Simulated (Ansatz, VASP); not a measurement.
# Mo2C3 in VASP and in Ansatz

INCAR

```
SYSTEM = Mo2C3
  ALGO = Normal
  EDIFF = 1E-6
  EDIFFG = -0.04
  ENCUT = 600
  GGA = PE
  IBRION = 2
  ISIF = 3
  ISMEAR = 0
  LASPH = .True.
  LCHARG = .False.
  LREAL = .False.
  LWAVE = .False.
  NELM = 80
  NSW = 90
  PREC = Accurate
  SIGMA = 0.1
```

File KPOINTS:

```
k-points
0
Gamma
  6 6 4
  0 0 0
```

File POSCAR:

```
Mo2C3
1.0
    3.5594930500      0.0000000000      0.0000000000
    0.0000000000      3.5594930500      0.0000000000
    0.0000000000      0.0000000000      5.6681625200
Mo C
2 3
Direct
    0.5000000000      0.5000000000      0.7755282700
    0.5000000000      0.5000000000      0.2244717300
    0.0000000000      0.0000000000      0.0000000000
    0.5000000000      0.0000000000      0.0000000000
    0.0000000000      0.5000000000      0.0000000000
```

Input for Ansatz:

```yaml
crystal:
  lattice:
    - [3.55949305, 0.0, 0.0]
    - [0.0, 3.55949305, 0.0]
    - [0.0, 0.0, 5.66816252]
  atoms:
    - { symbol: Mo, position: [0.5, 0.5, 0.77552827] }
    - { symbol: Mo, position: [0.5, 0.5, 0.22447173] }
    - { symbol: C, position: [0.0, 0.0, 0.0] }
    - { symbol: C, position: [0.5, 0.0, 0.0] }
    - { symbol: C, position: [0.0, 0.5, 0.0] }
basis:
  ecutwfc: 420
kpoints:
  mp_grid: { grid: [6, 6, 4] }
hamiltonian:
  xc: pbe
scf:
  occupations: { method: gaussian, width: 0.1 }
  lower_state_search: "off"
output:
  forces: true
  stress: true
  eigenvalues: true
relax:
  adjacent_minimum: "off"
  f_tol: 0.04
  max_steps: 70
  cell: { stress_tol: 0.4 }
```

Alike in both runs: task relaxation of cell and atoms; functional PBE; k mesh 6 × 6 × 4; occupations gaussian, width 0.1 eV; no spin polarisation.

|  | VASP | Ansatz |
| --- | --- | --- |
| version | VASP 6.6.1 | Ansatz 0.2.0 |
| potentials or method | VASP PAW PBE potentials, release 64 (Mo_sv, C), cutoff 600 eV | scalar-relativistic, plane waves, PAW |
| valence electrons in the cell | 40 | 40 |

```tsv
	VASP	Ansatz	Ansatz less VASP
gap on the k mesh at the Fermi level, each at its own relaxed structure (eV)	none	none	-
relaxed volume (Å³/atom)	12.14	12.16	+0.020
relaxed cell length with the largest relative difference (Å)	3.422	3.425	+0.0031
```

A gap of «none» marks a metal or a gap that the smearing closes.

Noted on VASP's run: the volume moved by over 15 % at a fixed basis, so the end points are rough.
